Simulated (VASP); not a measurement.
The system is GaN.

```
Ga N
1.0
     0.00000    2.25350    2.25350
     2.25350    0.00000    2.25350
     2.25350    2.25350    0.00000
Ga N
1 1
Direct
  0.00000 0.00000 0.00000
  0.25000 0.25000 0.25000
```

Base run:

* Program: VASP 6.6.1
* Functional: PBE
* Potentials or basis: VASP PAW PBE potentials, release 64 (Ga_d, N)
* Cutoff: 600 eV
* k mesh: 8 × 8 × 8
* Occupations: gaussian, width 0.01 eV
* Spin: no spin polarisation

Its results: band gap on the k mesh 1.72 eV; pressure 4.9 GPa.

Task: The run is repeated on the same cell with these changes: functional from PBE to LDA; potentials or basis from VASP PAW PBE potentials, release 64 (Ga_d, N) to VASP PAW LDA potentials, release 64 (Ga_d, N). What comes out?

Result: Band gap on the k mesh 1.75 eV; pressure -5.6 GPa.

Caveats: the cell stands under pressure (at least some runs); the cell stands under tension (at least some runs).

